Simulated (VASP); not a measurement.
# ZnO (P6_3mc) in VASP: notebook

Runs on ZnO. Level: PBEsol. Tasks: single point.

Program: VASP 6.6.1. These are calculated values, not measurements. Logs are shortened: lines on timing, memory, paths and dates and some standing lists are left out, and cuts for length are marked.

## 1. The cell of the first run

The structure is hexagonal, space group P6_3mc (No. 186). The conventional cell has a = 3.260 Å, b = 3.260 Å, c = 5.122 Å, α = 90.00°, β = 90.00°, γ = 120.00°. Within 2.6 Å of Zn (site symmetry 3m) lie 4 O at 1.94 to 2.10 Å. Within 2.6 Å of O (site symmetry 3m) lie 4 Zn at 1.94 to 2.10 Å.

## 2. Single point, PBEsol

File INCAR:

```
SYSTEM = ZnO
ALGO = Normal
EDIFF = 1E-7
ENCUT = 520
GGA = PS
ISIF = 2
ISMEAR = 0
LASPH = .True.
LCHARG = .False.
LREAL = .False.
LWAVE = .False.
NBANDS = 26
NELM = 100
PREC = Accurate
SIGMA = 0.05
```

File KPOINTS:

```
k-points
0
Gamma
  9 9 6
  0 0 0
```

File POSCAR:

```
ZnO
1.0
    3.2601408460      0.0000000000      0.0000000000
   -1.6300704230      2.8233647925      0.0000000000
    0.0000000000      0.0000000000      5.1223332972
Zn O
2 2
Direct
    0.3333333333      0.6666666667      0.0015754469
    0.6666666667      0.3333333333      0.5015754469
    0.3333333333      0.6666666667      0.4106854153
    0.6666666667      0.3333333333      0.9106854153
```

Potentials or basis: VASP PAW PBE potentials, release 64 (Zn, O).

Command:

```sh
$ cat potpaw_PBE.64/Zn/POTCAR potpaw_PBE.64/O/POTCAR > POTCAR
$ mpirun -np 1 vasp_std > vasp.out
```

OUTCAR:

```text
SYSTEM = ZnO
   EDIFF = 1E-7
   ENCUT = 520
   GGA = PS
   ISIF = 2
   ISMEAR = 0
   LASPH = .True.
   LREAL = .False.
   NELM = 100
   PREC = Accurate

 ion  position               nearest neighbor table
   1  0.333  0.667  0.002-   4 1.94   4 1.94   4 1.94   3 2.10
   2  0.667  0.333  0.502-   3 1.94   3 1.94   3 1.94   4 2.10
   3  0.333  0.667  0.411-   2 1.94   2 1.94   2 1.94   1 2.10
   4  0.667  0.333  0.911-   1 1.94   1 1.94   1 1.94   2 2.10

  LATTYP: Found a hexagonal cell.
 ALAT       =     3.2601408460
 C/A-ratio  =     1.5712000000

  Lattice vectors:

 A1 = (   3.2601408460,   0.0000000000,   0.0000000000)
 A2 = (  -1.6300704230,   2.8233647925,   0.0000000000)
 A3 = (   0.0000000000,   0.0000000000,   5.1223332972)

Analysis of symmetry for initial positions (statically):
=====================================================================
 Subroutine PRICEL returns:
 Original cell was already a primitive cell.

 Routine SETGRP: Setting up the symmetry group for a
 hexagonal supercell.

 Subroutine GETGRP returns: Found 12 space group operations
 (whereof  6 operations were pure point group operations)
 out of a pool of 24 trial point group operations.

The static configuration has the point symmetry C_3v.
 The point group associated with its full space group is C_6v.

Analysis of symmetry for dynamics (positions and initial velocities):
=====================================================================
 Subroutine PRICEL returns:
 Original cell was already a primitive cell.

 Routine SETGRP: Setting up the symmetry group for a
 hexagonal supercell.

 Subroutine GETGRP returns: Found 12 space group operations
 (whereof  6 operations were pure point group operations)
 out of a pool of 24 trial point group operations.

The dynamic configuration has the point symmetry C_3v.
 The point group associated with its full space group is C_6v.

 Subroutine INISYM returns: Found 12 space group operations
 (whereof  6 operations are pure point group operations),
 and found     1 'primitive' translations

----------------------------------------------------------------------------------------

                                     Primitive cell

  volume of cell :      47.1489

  direct lattice vectors                    reciprocal lattice vectors
     3.260140846  0.000000000  0.000000000     0.306735214  0.177093658  0.000000000
    -1.630070423  2.823364793  0.000000000     0.000000000  0.354187317  0.000000000
     0.000000000  0.000000000  5.122333297     0.000000000  0.000000000  0.195223532

  length of vectors
     3.260140846  3.260140846  5.122333297     0.354187317  0.354187317  0.195223532

  position of ions in fractional coordinates (direct lattice)
     0.333333333  0.666666667  0.001575447
     0.666666667  0.333333333  0.501575447
     0.333333333  0.666666667  0.410685415
     0.666666667  0.333333333  0.910685415

  ion indices of the primitive-cell ions
   primitive index   ion index
                 1           1
                 2           2
                 3           3
                 4           4

----------------------------------------------------------------------------------------

 KPOINTS: k-points

Automatic generation of k-mesh.
 Grid dimensions read from file:
 generate k-points for:    9    9    6

 Generating k-lattice:

  Cartesian coordinates                     Fractional coordinates (reciprocal lattice)
     0.034081690  0.019677073  0.000000000     0.111111111 -0.000000000  0.000000000
     0.000000000  0.039354146  0.000000000     0.000000000  0.111111111  0.000000000
     0.000000000  0.000000000  0.032537255     0.000000000  0.000000000  0.166666667

  Length of vectors
     0.039354146  0.039354146  0.032537255

  Shift w.r.t. Gamma in fractional coordinates (k-lattice)
     0.000000000  0.000000000  0.000000000

 Subroutine IBZKPT returns following result:
 ===========================================

 Found     48 irreducible k-points:

 Following reciprocal coordinates:
            Coordinates               Weight
  0.000000  0.000000  0.000000      1.000000
  0.111111 -0.000000  0.000000      6.000000
  0.222222 -0.000000  0.000000      6.000000
  0.333333  0.000000  0.000000      6.000000
  0.444444 -0.000000  0.000000      6.000000
  0.111111  0.111111  0.000000      6.000000
[... 16 lines left out ...]
  0.333333  0.222222  0.166667     24.000000
  0.333333  0.333333  0.166667      4.000000
 [... further k-points ...]
   k-points           NKPTS =     48   k-points in BZ     NKDIM =     48   number of bands    NBANDS=     26
   number of dos      NEDOS =    301   number of ions     NIONS =      4
   total plane-waves  NPLWV =  23040
   dimension x,y,z NGX =    24 NGY =   24 NGZ =   40
   dimension x,y,z NGXF=    48 NGYF=   48 NGZF=   80
   ions per type =               2   2
   NGX,Y,Z   is equivalent  to a cutoff of  12.24, 12.24, 12.98 a.u.
   NGXF,Y,Z  is equivalent  to a cutoff of  24.48, 24.48, 25.96 a.u.
 SYSTEM =  ZnO
   PREC   = accura    normal or accurate (medium, high low for compatibility)
   ISTART =      0    job   : 0-new  1-cont  2-samecut
   ICHARG =      2    charge: 1-file 2-atom 10-const
   ISPIN  =      1    spin polarized calculation?
   LNONCOLLINEAR =      F non collinear calculations
   LSORBIT =      F    spin-orbit coupling
   LASPH  =      T    aspherical Exc in radial PAW
   ENCUT  =  520.0 eV  38.22 Ry    6.18 a.u.   6.06  6.06  9.52*2*pi/ulx,y,z
   NELM   =    100;   NELMIN=  2; NELMDL= -5     # of ELM steps
   EDIFF  = 0.1E-06   stopping-criterion for ELM
   LREAL  =      F    real-space projection
   EDIFFG = 0.1E-05   stopping-criterion for IOM
   NSW    =      0    number of steps for IOM
   IBRION =     -1    ionic relax: 0-MD 1-quasi-New 2-CG
   NFREE  =      0    steps in history (QN), initial steepest desc. (CG)
   ISIF   =      2    stress and relaxation
   ISYM   =      2    0-nonsym 1-usesym 2-fastsym
   POTIM  = 0.5000    time-step for ionic-motion
   TEBEG  =    0.0;   TEEND  =   0.0 temperature during run
   PSTRESS=    0.0 pullay stress
   NELECT =      36.0000    total number of electrons
   NUPDOWN=      -1.0000    fix difference up-down
   EMIN   =  10.00;   EMAX   =-10.00  energy-range for DOS
   EFERMI =   0.00;   METHOD = LEGACY
   ISMEAR =     0;   SIGMA  =   0.05  broadening in eV -4-tet -1-fermi 0-gaus
   EFERMI_NEDOS =   21; number of points for ismear=-14 and -15
   IALGO  =     38    algorithm
   IMIX   =      4    mixing-type and parameters
     AMIX     =   0.40;   BMIX     =  1.00
     AMIX_MAG =   1.60;   BMIX_MAG =  1.00
  volume/ion in A,a.u.               =      11.79        79.54
  Fermi-wavevector in a.u.,A,eV,Ry     =   1.496300  2.827597 30.462260  2.238913
  Thomas-Fermi vector in A             =   2.608334
   LORBIT       =      0    0 simple, 1 ext, 2 COOP (PROOUT), +10 PAW based schemes
   GGA     = PS    functional components
   LHFCALC =     F    Hartree Fock is set to
   AEXX    =    0.0000 exact exchange contribution
   IVDW    =     0    specifies the selected vdW correction
   LEPSILON=     F    determine dielectric tensor
   LRPA    =     F    only Hartree local field effects (RPA)
 non-spin polarized calculation
 Gauss-broadening in eV      SIGMA  =   0.05
  energy-cutoff  :      520.00
  volume of cell :       47.15
 maximum number of plane-waves:      1296
   NGX = 13   NGY = 13   NGZ = 19

 number of electron      36.0000034 magnetization

 Free energy of the ion-electron system (eV)
  ---------------------------------------------------
  ext. energy  EPLUGINS =         0.00000000
  ---------------------------------------------------
  free energy    TOTEN  =       -19.33688173 eV

  energy without entropy =      -19.33688173  energy(sigma->0) =      -19.33688173

 E-fermi :   1.4150     XC(G=0): -11.2356

 val. band max:        1.1590844420   @ k =   0.0000   0.0000   0.0000
 cond. band min:       1.9002779435   @ k =   0.0000   0.0000   0.0000
 fundamental gap:      0.7411935015
 Fermi energy:         1.4150493688

 k-point     1 :       0.0000    0.0000    0.0000
  band No.  band energies     occupation
      1     -16.9842      2.00000
      2     -16.2091      2.00000
      3      -4.7552      2.00000
      4      -4.7552      2.00000
      5      -4.6692      2.00000
      6      -4.6692      2.00000
[... 18 lines left out ...]
     25      14.9691      0.00000
     26      15.5463      0.00000

 k-point     2 :       0.1111   -0.0000    0.0000
  band No.  band energies     occupation
      1     -16.9140      2.00000
      2     -16.1780      2.00000
      3      -4.8256      2.00000
      4      -4.6981      2.00000
      5      -4.6783      2.00000
      6      -4.6045      2.00000
[... 18 lines left out ...]
     25      15.2319      0.00000
     26      15.4346      0.00000

 k-point     3 :       0.2222   -0.0000    0.0000
  band No.  band energies     occupation
      1     -16.7253      2.00000
      2     -16.1039      2.00000
      3      -4.9656      2.00000
      4      -4.6925      2.00000
      5      -4.5487      2.00000
      6      -4.4283      2.00000
[... 18 lines left out ...]
     25      14.3129      0.00000
     26      15.5571      0.00000

 k-point     4 :       0.3333    0.0000    0.0000
  band No.  band energies     occupation
      1     -16.4848      2.00000
      2     -16.0366      2.00000
      3      -5.0298      2.00000
      4      -4.7165      2.00000
      5      -4.3845      2.00000
      6      -4.1900      2.00000
[... 18 lines left out ...]
     25      14.7847      0.00000
     26      15.3541      0.00000
[... 496 lines left out ...]
      1     -16.3424      2.00000
      2     -16.0391      2.00000
      3      -4.8664      2.00000
      4      -4.6824      2.00000
      5      -4.3600      2.00000
      6      -4.2851      2.00000
[... 18 lines left out ...]
     25      12.9160      0.00000
     26      16.1078      0.00000

 k-point    23 :       0.3333    0.2222    0.1667
  band No.  band energies     occupation
      1     -16.1861      2.00000
      2     -16.0364      2.00000
      3      -4.6788      2.00000
      4      -4.5563      2.00000
      5      -4.3301      2.00000
      6      -4.1735      2.00000
[... 18 lines left out ...]
     25      13.5718      0.00000
     26      15.2262      0.00000

 k-point    24 :       0.3333    0.3333    0.1667
  band No.  band energies     occupation
      1     -16.0842      2.00000
      2     -16.0842      2.00000
      3      -4.4727      2.00000
      4      -4.4005      2.00000
      5      -4.4005      2.00000
      6      -4.0738      2.00000
[... 18 lines left out ...]
     25      14.2799      0.00000
     26      15.4642      0.00000

 [... further k-points ...]

------------------------ aborting loop because EDIFF is reached ----------------------------------------

  FORCE on cell =-STRESS in cart. coord.  units (eV):
  Direction    XX          YY          ZZ          XY          YZ          ZX
  --------------------------------------------------------------------------------------
  -------------------------------------------------------------------------------------
  Total        0.9338959      0.9338959     -0.7681778      0.0000000      0.0000000      0.0000000
  in kB       31.7349519     31.7349519    -26.1036427      0.0000000      0.0000000      0.0000000
  external PRESSURE =      12.4554203 kB  Pullay stress =       0.0000000 kB

 VOLUME and BASIS-vectors are now :
 -----------------------------------------------------------------------------
  energy-cutoff  :      520.00
  volume of cell :       47.15
      direct lattice vectors                 reciprocal lattice vectors
     3.260140846  0.000000000  0.000000000     0.306735214  0.177093658  0.000000000
    -1.630070423  2.823364793  0.000000000     0.000000000  0.354187317  0.000000000
     0.000000000  0.000000000  5.122333297     0.000000000  0.000000000  0.195223532

 POSITION                                       TOTAL-FORCE (eV/Angst)
 -----------------------------------------------------------------------------------
     -0.00000      1.88224      0.00807         0.000000      0.000000      0.491653
      1.63007      0.94112      2.56924        -0.000000      0.000000      0.491653
     -0.00000      1.88224      2.10367         0.000000     -0.000000     -0.491653
      1.63007      0.94112      4.66483        -0.000000      0.000000     -0.491653
 -----------------------------------------------------------------------------------
    total drift:                               -0.000000     -0.000000      0.003220

  FREE ENERGIE OF THE ION-ELECTRON SYSTEM (eV)
  ---------------------------------------------------
  free  energy   TOTEN  =       -19.3368817276 eV

  energy  without entropy=      -19.3368817276  energy(sigma->0) =      -19.33688173
```

Wall time 94 s (1 thread of AMD EPYC 7R13, shared host); peak memory 0.16 GiB.

Results:

| Quantity | Value |
| --- | --- |
| Free energy | -19.3369 eV |
| Pressure | 1.2 GPa |
| Largest force | 0.492 eV/Å |
| Band gap on the k mesh | 0.74 eV |

Forces in eV/Å, atoms in the order of the input:
```
Zn   0.000  0.000  0.492
Zn   0.000  0.000  0.492
O    0.000  0.000 -0.492
O    0.000  0.000 -0.492
```

Levels at points of the mesh, in eV from the valence-band top:
| k point | band 15 | band 16 | band 17 | band 18 | band 19 | band 20 | band 21 | band 22 |
| --- | --- | --- | --- | --- | --- | --- | --- | --- |
| (0.00, 0.00, 0.00) | -0.64 | -0.34 | 0.00 | 0.00 | 0.74 | 4.93 | 8.21 | 12.52 |
| (0.00, 0.00, 0.50) | -0.32 | -0.32 | -0.32 | -0.32 | 3.41 | 3.41 | 9.93 | 9.93 |

Caveat: the PAW data sets were made with another functional, which shifts forces and pressure a little.

[end of part 1 of 2]
